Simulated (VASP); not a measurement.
# Rh (I4/mmm) in VASP: notebook

The runs below take Rh through single point, with LDA.

Everything below comes from runs of VASP 6.6.1. Logs are shortened: lines on timing, memory, paths and dates and some standing lists are left out, and cuts for length are marked.

**1. The cell of the first run**

Symmetry: I4/mmm, No. 139, tetragonal system. Conventional cell: a = 2.689 Å, b = 2.689 Å, c = 3.727 Å, α = 90.00°, β = 90.00°, γ = 90.00°. Rh (site symmetry 4/mmm) has 12 Rh at 2.66 to 2.69 Å within 3.5 Å.

**2. Single point, LDA (zz strain of -2 %)**

INCAR

```
PREC = Accurate
ENCUT = 520
EDIFF = 1E-7
ISMEAR = -1
SIGMA = 0.03
LREAL = False
LASPH = True
NELM = 80
ALGO = Normal
ISIF = 2
LWAVE = False
LCHARG = False
NBANDS = 14
```

KPOINTS

```
Automatic mesh
0
Gamma
  16 16 16
```

POSCAR

```
Rh
1.0
    0.0000000000      1.9015500000      1.8635190000
    1.9015500000      0.0000000000      1.8635190000
    1.9015500000      1.9015500000      0.0000000000
Rh
1
Direct
    0.0000000000      0.0000000000      0.0000000000
```

Potentials or basis: VASP PAW LDA potentials, release 64 (Rh_pv).

Run with:

```
$ cat potpaw_LDA.64/Rh_pv/POTCAR > POTCAR
$ mpirun -np 1 vasp_std > vasp.out
```

OUTCAR:

```text
PREC = Accurate
   ENCUT = 520
   EDIFF = 1E-7
   ISMEAR = -1
   LREAL = False
   LASPH = True
   NELM = 80
   ISIF = 2

 ion  position               nearest neighbor table
   1  0.000  0.000  0.000-

  LATTYP: Found a body centered tetragonal cell.
 ALAT       =     2.6891977995
 C/A-ratio  =     1.3859292911

  Lattice vectors:

 A1 = (   0.0000000000,  -1.9015500000,  -1.8635190000)
 A2 = (   0.0000000000,   1.9015500000,  -1.8635190000)
 A3 = (   1.9015500000,   0.0000000000,   1.8635190000)

Analysis of symmetry for initial positions (statically):
=====================================================================
 Subroutine PRICEL returns:
 Original cell was already a primitive cell.

 Routine SETGRP: Setting up the symmetry group for a
 body centered tetragonal supercell.

 Subroutine GETGRP returns: Found 16 space group operations
 (whereof 16 operations were pure point group operations)
 out of a pool of 16 trial point group operations.

The static configuration has the point symmetry D_4h.

Analysis of symmetry for dynamics (positions and initial velocities):
=====================================================================
 Subroutine PRICEL returns:
 Original cell was already a primitive cell.

 Routine SETGRP: Setting up the symmetry group for a
 body centered tetragonal supercell.

 Subroutine GETGRP returns: Found 16 space group operations
 (whereof 16 operations were pure point group operations)
 out of a pool of 16 trial point group operations.

The dynamic configuration has the point symmetry D_4h.

 Subroutine INISYM returns: Found 16 space group operations
 (whereof 16 operations are pure point group operations),
 and found     1 'primitive' translations

----------------------------------------------------------------------------------------

                                     Primitive cell

  volume of cell :      13.4766

  direct lattice vectors                    reciprocal lattice vectors
     0.000000000  1.901550000  1.863519000    -0.262943388  0.262943388  0.268309580
     1.901550000  0.000000000  1.863519000     0.262943388 -0.262943388  0.268309580
     1.901550000  1.901550000  0.000000000     0.262943388  0.262943388 -0.268309580

  length of vectors
     2.662441636  2.662441636  2.689197800     0.458550413  0.458550413  0.458550413

  position of ions in fractional coordinates (direct lattice)
     0.000000000  0.000000000  0.000000000

[... 81 lines left out ...]
   ISIF   =      2    stress and relaxation
   ISYM   =      2    0-nonsym 1-usesym 2-fastsym
   POTIM  = 0.5000    time-step for ionic-motion
   TEBEG  =    0.0;   TEEND  =   0.0 temperature during run
   PSTRESS=    0.0 pullay stress
   NELECT =      15.0000    total number of electrons
   NUPDOWN=      -1.0000    fix difference up-down
   EMIN   =  10.00;   EMAX   =-10.00  energy-range for DOS
   EFERMI =   0.00;   METHOD = LEGACY
   ISMEAR =    -1;   SIGMA  =   0.03  broadening in eV -4-tet -1-fermi 0-gaus
   EFERMI_NEDOS =   21; number of points for ismear=-14 and -15
   IALGO  =     38    algorithm
   IMIX   =      4    mixing-type and parameters
     AMIX     =   0.40;   BMIX     =  1.00
     AMIX_MAG =   1.60;   BMIX_MAG =  1.00
  volume/ion in A,a.u.               =      13.48        90.94
  Fermi-wavevector in a.u.,A,eV,Ry     =   1.696597  3.206104 39.163594  2.878443
  Thomas-Fermi vector in A             =   2.777431
   LORBIT       =      0    0 simple, 1 ext, 2 COOP (PROOUT), +10 PAW based schemes
   GGA     = CA    functional components
   LHFCALC =     F    Hartree Fock is set to
   AEXX    =    0.0000 exact exchange contribution
   IVDW    =     0    specifies the selected vdW correction
   LEPSILON=     F    determine dielectric tensor
   LRPA    =     F    only Hartree local field effects (RPA)
 non-spin polarized calculation
  energy-cutoff  :      520.00
  volume of cell :       13.48
 maximum number of plane-waves:       374
   NGX =  9   NGY =  9   NGZ =  9

 number of electron      15.0000006 magnetization

 Free energy of the ion-electron system (eV)
  ---------------------------------------------------
  ext. energy  EPLUGINS =         0.00000000
  ---------------------------------------------------
  free energy    TOTEN  =        -8.67859728 eV

  energy without entropy =       -8.67422939  energy(sigma->0) =       -8.67641334

 E-fermi :  12.0723     XC(G=0): -14.4789

 val. band max:       12.0714689299   @ k =  -0.3750  -0.0000   0.2500
 cond. band min:      12.0728982944   @ k =  -0.1250   0.1875   0.1250
 fundamental gap:      0.0014293645
 Fermi energy:        12.0723126090

 k-point     1 :       0.0000    0.0000    0.0000
  band No.  band energies     occupation
      1     -34.1155      2.00000
      2     -34.1155      2.00000
      3     -34.1056      2.00000
      4       3.9058      2.00000
      5       8.8063      2.00000
      6       8.8063      2.00000
      7       9.0282      2.00000
      8      10.9350      2.00000
      9      11.2044      2.00000
     10      28.0219      0.00000
     11      32.3820      0.00000
     12      33.3225      0.00000
     13      33.3225      0.00000
     14      33.9691      0.00000
[... 377 lines left out ...]
      1     -34.1879      2.00000
      2     -34.1291      2.00000
      3     -34.1224      2.00000
      4       4.3217      2.00000
      5       8.6177      2.00000
      6       8.9577      2.00000
      7       9.2167      2.00000
      8      10.7518      2.00000
      9      11.2108      2.00000
     10      28.6322      0.00000
     11      31.7841      0.00000
     12      32.3843      0.00000
     13      34.0067      0.00000
     14      34.1793      0.00000

 [... further k-points ...]

------------------------ aborting loop because EDIFF is reached ----------------------------------------

  FORCE on cell =-STRESS in cart. coord.  units (eV):
  Direction    XX          YY          ZZ          XY          YZ          ZX
  --------------------------------------------------------------------------------------
  -------------------------------------------------------------------------------------
  Total       -0.5426041     -0.5426041     -0.1163981      0.0000000      0.0000000     -0.0000000
  in kB      -64.5081131    -64.5081131    -13.8381196      0.0000000      0.0000000     -0.0000000
  external PRESSURE =     -47.6181153 kB  Pullay stress =       0.0000000 kB

 VOLUME and BASIS-vectors are now :
 -----------------------------------------------------------------------------
  energy-cutoff  :      520.00
  volume of cell :       13.48
      direct lattice vectors                 reciprocal lattice vectors
     0.000000000  1.901550000  1.863519000    -0.262943388  0.262943388  0.268309580
     1.901550000  0.000000000  1.863519000     0.262943388 -0.262943388  0.268309580
     1.901550000  1.901550000  0.000000000     0.262943388  0.262943388 -0.268309580

 POSITION                                       TOTAL-FORCE (eV/Angst)
 -----------------------------------------------------------------------------------
      0.00000      0.00000      0.00000        -0.000000      0.000000      0.000000
 -----------------------------------------------------------------------------------
    total drift:                               -0.000000     -0.000000     -0.000000

  FREE ENERGIE OF THE ION-ELECTRON SYSTEM (eV)
  ---------------------------------------------------
  free  energy   TOTEN  =        -8.6785972829 eV

  energy  without entropy=       -8.6742293897  energy(sigma->0) =       -8.67641334
```

stdout:

```text
POSCAR found type information on POSCAR Rh
 POSCAR found :  1 types and       1 ions
 scaLAPACK will be used
 LDA part: xc-table for (Slater(with rela. corr.)+CA(PZ))
 , standard interpolation
 POSCAR, INCAR and KPOINTS ok, starting setup
 FFT: planning ... GRIDC
 FFT: planning ... GRID_SOFT
 FFT: planning ... GRID
 WAVECAR not read
 entering main loop
```

Wall time 93 s (1 thread of AMD EPYC 7R13, shared host); peak memory 0.14 GiB.

What came out:

| Property | Result |
| --- | --- |
| Free energy | -8.6786 eV |
| Pressure | -4.8 GPa |
| Band gap on the k mesh | zero (an odd number of electrons rules out a gap without spin polarisation) |

Stress tensor (GPa, compression positive):
```
-6.45  0.00  0.00
 0.00 -6.45  0.00
 0.00  0.00 -1.38
```

Caveat: the cell differs from its parent crystal (zz strain of -2 %); the cell stands under tension.

**3. Single point, LDA (zz strain of -1 %)**

INCAR

```
SYSTEM = Rh
  PREC = Accurate
  ENCUT = 520
  EDIFF = 1E-7
  ISMEAR = -1
  SIGMA = 0.03
  LREAL = .FALSE.
  LASPH = .TRUE.
  NELM = 60
  ALGO = Normal
  ISIF = 2
  LWAVE = .FALSE.
  LCHARG = .TRUE.
  LELF = .TRUE.
  LVHAR = .TRUE.
  NBANDS = 14
```

KPOINTS

```
Automatic mesh
0
G
  16 16 16
  0 0 0
```

POSCAR

```
Rh
1.0
    0.0000000000      1.9015500000      1.8825345000
    1.9015500000      0.0000000000      1.8825345000
    1.9015500000      1.9015500000      0.0000000000
Rh
1
Direct
    0.0000000000      0.0000000000      0.0000000000
```

Potentials or basis: VASP PAW LDA potentials, release 64 (Rh_pv).

Run with:

```
$ cat potpaw_LDA.64/Rh_pv/POTCAR > POTCAR
$ mpirun -np 1 vasp_std > vasp.out
```

It took 78 s on 1 thread of AMD EPYC 7R13, shared host; peak memory 0.14 GiB.

Results (log left out):

| Property | Result |
| --- | --- |
| Free energy | -8.6755 eV |
| Pressure | -7.7 GPa |
| Band gap on the k mesh | zero (an odd number of electrons rules out a gap without spin polarisation) |

Stress tensor (GPa, compression positive):
```
-8.51  0.00  0.00
 0.00 -8.51  0.00
 0.00  0.00 -6.05
```

Levels at points of the mesh, in eV from the Fermi level:
```tsv
k point	band 5	band 6	band 7	band 8	band 9	band 10
(0.00, 0.00, 0.00)	-3.18	-3.18	-3.07	-1.05	-0.92	15.95
(0.50, 0.00, 0.00)	-3.27	-3.15	0.58	0.63	0.69	8.70
(0.50, 0.50, 0.00)	-6.07	0.58	1.03	1.03	3.37	12.57
(0.50, 0.00, 0.50)	-6.06	0.59	0.97	1.07	3.15	12.28
```

Caveat: the cell differs from its parent crystal (zz strain of -1 %); the cell stands under tension.
